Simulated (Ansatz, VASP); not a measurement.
# MoSe2 in VASP and in Ansatz

Contents of POSCAR:

```
MoSe2
1.0
    3.1731808965      0.0000000000      0.0000000000
   -1.5865904483      2.7480552672      0.0000000000
    0.0000000000      0.0000000000     12.5643177857
Mo Se
2 4
Direct
    0.3333333333      0.6666666667      0.2500000000
    0.6666666667      0.3333333333      0.7500000000
    0.6666666667      0.3333333333      0.3846447602
    0.6666666667      0.3333333333      0.1153552398
    0.3333333333      0.6666666667      0.8846447602
    0.3333333333      0.6666666667      0.6153552398
```

INCAR.step1

```
PREC = Accurate
ENCUT = 550
ISMEAR = -1
SIGMA = 0.02
LREAL = F
LASPH = T
NELM = 200
MAGMOM = 0 0 0 0 0 0 0 0 0 0 0 0 0 0 0 0 0 0
LSORBIT = T
GGA_COMPAT = F
LMAXMIX = 4
NBANDS = 68
GGA = PE
ALGO = Normal
EDIFF = 1E-5
LWAVE = T
LCHARG = F
KPAR = 4
```

Contents of INCAR.step2:

```
PREC = Accurate
ENCUT = 550
EDIFF = 1E-6
ISMEAR = -1
SIGMA = 0.02
LREAL = F
LASPH = T
NELM = 200
ALGO = Normal
ISIF = 2
LWAVE = F
LCHARG = F
MAGMOM = 0 0 0 0 0 0 0 0 0 0 0 0 0 0 0 0 0 0
LORBIT = 11
LSORBIT = T
GGA_COMPAT = F
LORBMOM = T
LMAXMIX = 4
METAGGA = R2SCAN
LMIXTAU = T
NBANDS = 68
ISTART = 1
KPAR = 4
```

KPOINTS

```
regular mesh
0
Gamma
  12 12 2
```

Input for Ansatz:

```yaml
crystal:
  lattice:
    - [3.1731808965, 0.0, 0.0]
    - [-1.5865904483, 2.7480552672, 0.0]
    - [0.0, 0.0, 12.5643177857]
  atoms:
    - { symbol: Mo, position: [0.3333333333, 0.6666666667, 0.25] }
    - { symbol: Mo, position: [0.6666666667, 0.3333333333, 0.75] }
    - { symbol: Se, position: [0.6666666667, 0.3333333333, 0.3846447602] }
    - { symbol: Se, position: [0.6666666667, 0.3333333333, 0.1153552398] }
    - { symbol: Se, position: [0.3333333333, 0.6666666667, 0.8846447602] }
    - { symbol: Se, position: [0.3333333333, 0.6666666667, 0.6153552398] }
kpoints:
  mp_grid: { grid: [12, 12, 2] }
  band_path:
    path:
      - [0.0, 0.0, 0.0]
      - [0.5, 0.0, 0.0]
      - [0.3333333333, 0.3333333333, 0.0]
      - [0.0, 0.0, 0.5]
      - [0.5, 0.0, 0.5]
      - [0.3333333333, 0.3333333333, 0.5]
      - [0.184896, 0.1875, 0.0]
    npoints: 1
hamiltonian:
  xc: r2scan
scf:
  occupations: { method: fermi_dirac, width: 0.02 }
  n_extra_bands: 10
magnetization:
  noncollinear: true
  spin_orbit: true
output:
  forces: true
  stress: true
  eigenvalues: true
  write_density: true
  write_potential: true
  elf: true
  volumetric_format: npy
```

Change from the starting cell: hydrostatic strain -4.0%.

Alike in both runs: task single point; functional r2SCAN; k mesh 12 × 12 × 2; occupations fermi-dirac, width 0.02 eV; non-collinear spin, spin-orbit coupling.

|  | VASP | Ansatz |
| --- | --- | --- |
| version | VASP 6.6.1 | Ansatz 0.2.0 |
| potentials or method | VASP PAW PBE potentials, release 64 (Mo_sv, Se) | plane waves, PAW |
| plane-wave cutoff (eV) | 550 | 500 |
| valence electrons in the cell | 52 | 92 |

```csv
,VASP,Ansatz,Ansatz less VASP
pressure (GPa),11.9,11.5,-0.39
"traceless stress, the component that is largest in VASP (GPa)",-4.71,-4.79,-0.076
rms of the force components (eV/Å),0.003,0.019,+0.0154
```

VASP's potentials were made for PBE, not for r2SCAN. Atom by atom the forces differ by 0.022 eV/Å (rms over components). The functional is the same, so the differences come from potentials, cutoffs and numerics. VASP's potentials hold 52 valence electrons a cell and Ansatz's 92, so a difference there can come from the potentials and not from the codes.
